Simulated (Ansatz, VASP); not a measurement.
One calculation of Ta, two programs

Contents of INCAR:

```
ALGO     = Normal         # electronic algorithm
EDIFF    = 1E-6           # SCF threshold, eV
EDIFFG   = -0.005         # ionic threshold
ENCUT    = 600            # plane-wave cutoff, eV
GGA      = PS             # functional
IBRION   = 2              # ionic algorithm
ISIF     = 3              # what is computed and relaxed
ISMEAR   = -1             # smearing method
LASPH    = T              # aspherical terms in the spheres
LCHARG   = F              # write CHGCAR
LREAL    = F              # projectors in reciprocal space
LWAVE    = F              # write WAVECAR
NELM     = 60             # most SCF steps
NSW      = 80             # ionic steps
PREC     = Accurate       # precision mode
SIGMA    = 0.15           # smearing width, eV
```

File KPOINTS:

```
k-points
0
Gamma
  1 1 9
```

File POSCAR:

```
Ta
1.0
   22.7091107600      0.0000000000      0.0000000000
    0.0000000000     22.7091107600      0.0000000000
    0.0000000000      0.0000000000      2.3772801000
Ta
4
Direct
    0.3186285300      0.8186285300      0.0000000000
    0.6813714700      0.1813714700      0.0000000000
    0.1813714700      0.3186285300      0.0000000000
    0.8186285300      0.6813714700      0.0000000000
```

Input for Ansatz:

```yaml
crystal:
  lattice:
    - [22.70911076, 0.0, 0.0]
    - [0.0, 22.70911076, 0.0]
    - [0.0, 0.0, 2.3772801]
  atoms:
    - { symbol: Ta, position: [0.31862853, 0.81862853, 0.0] }
    - { symbol: Ta, position: [0.68137147, 0.18137147, 0.0] }
    - { symbol: Ta, position: [0.18137147, 0.31862853, 0.0] }
    - { symbol: Ta, position: [0.81862853, 0.68137147, 0.0] }
kpoints:
  mp_grid:
    grid: [1, 1, 9]
hamiltonian:
  xc: pbesol
scf:
  occupations:
    method: fermi_dirac
    width: 0.15
relax:
  f_tol: 0.005
  cell: {}
output:
  write_density: true
```

Alike in both runs: task relaxation of cell and atoms; functional PBEsol; k mesh 1 × 1 × 9; occupations fermi-dirac, width 0.15 eV; no spin polarisation.

|  | VASP | Ansatz |
| --- | --- | --- |
| version | VASP 6.6.1 | Ansatz 0.2.0 |
| potentials or method | VASP PAW PBE potentials, release 64 (Ta_pv) | plane waves, PAW |
| plane-wave cutoff (eV) | 600 | 420 |
| valence electrons in the cell | 44 | 52 |

|  | VASP | Ansatz | Ansatz less VASP |
| --- | --- | --- | --- |
| relaxed volume (Å³/atom) | 306.84 | 303.32 | -3.516 |
| relaxed length of the cell vector where the two differ most in proportion (Å) | 2.380 | 2.353 | -0.0274 |

VASP's potentials were made for PBE, not for PBEsol. VASP's potentials hold 44 valence electrons a cell and Ansatz's 52, so a difference there can come from the potentials and not from the codes.

Neither program's run includes spin-orbit coupling. Noted on VASP's run: too few bands were computed for a metal, which touches its energy and stress.
